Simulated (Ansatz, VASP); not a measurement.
Two plane-wave programs on MoSe

Contents of POSCAR:

```
MoSe
1.0
    3.5312279558      0.0000000000      0.0000000000
    0.0000000000      3.5312279558      0.0000000000
    0.0000000000      0.0000000000      3.5312279558
Mo Se
1 1
Direct
    0.0000000000      0.0000000000      0.0000000000
    0.5000000000      0.5000000000      0.5000000000
```

File INCAR.step1:

```
SYSTEM = MoSe
PREC = Accurate
ENCUT = 520
ISMEAR = 0
SIGMA = 0.1
LREAL = .FALSE.
LASPH = .TRUE.
NELM = 150
LMAXMIX = 4
LDAU = .TRUE.
LDAUTYPE = 2
LDAUL = 2 -1
LDAUU = 4.38 0
LDAUJ = 0 0
NBANDS = 17
GGA = PE
ALGO = Normal
EDIFF = 1E-4
LWAVE = .TRUE.
LCHARG = .FALSE.
```

File INCAR.step2:

```
SYSTEM = MoSe
PREC = Accurate
ENCUT = 520
EDIFF = 1E-6
ISMEAR = 0
SIGMA = 0.1
LREAL = .FALSE.
LASPH = .TRUE.
NELM = 150
ALGO = Normal
ISIF = 2
LWAVE = .FALSE.
LCHARG = .FALSE.
LMAXMIX = 4
LDAU = .TRUE.
LDAUTYPE = 2
LDAUL = 2 -1
LDAUU = 4.38 0
LDAUJ = 0 0
LDAUPRINT = 1
METAGGA = R2SCAN
LMIXTAU = .TRUE.
NBANDS = 17
ISTART = 1
```

KPOINTS

```
regular mesh
0
G
  12 12 12
  0 0 0
```

Input for Ansatz:

```yaml
crystal:
  lattice:
    - [3.5312279558, 0.0, 0.0]
    - [0.0, 3.5312279558, 0.0]
    - [0.0, 0.0, 3.5312279558]
  atoms:
    - { symbol: Mo, position: [0.0, 0.0, 0.0] }
    - { symbol: Se, position: [0.5, 0.5, 0.5] }
basis:
  ecutwfc: 500
kpoints:
  mp_grid: { grid: [12, 12, 12] }
hamiltonian:
  xc: r2scan
  hubbard: { sites: [{ species: Mo, l: d, u_eff: 4.38 }] }
scf:
  occupations: { method: gaussian, width: 0.1 }
output:
  forces: true
  stress: true
  eigenvalues: true
```

Alike in both runs: task single point; functional r2SCAN; k mesh 12 × 12 × 12; occupations gaussian, width 0.1 eV; no spin polarisation; Hubbard terms Mo d U = 4.38 eV.

```csv
,VASP,Ansatz
version,VASP 6.6.1,Ansatz 0.2.0
potentials or method,"VASP PAW PBE potentials, release 64 (Mo_sv, Se), cutoff 520 eV","scalar-relativistic, plane waves, PAW"
valence electrons in the cell,20,30
```

```csv
,VASP,Ansatz,Ansatz less VASP
gap on the k mesh at the Fermi level (eV),1.40,1.32,-0.073
least direct gap on the mesh (eV),1.57,1.50,-0.076
pressure (GPa),-11.5,-10.8,+0.66
```

VASP's potentials were made for PBE, not for r2SCAN. The programs project onto different local orbitals, so the same U acts differently, and such runs can settle in different states. VASP's potentials hold 20 valence electrons a cell and Ansatz's 30, so a difference there can come from the potentials and not from the codes.
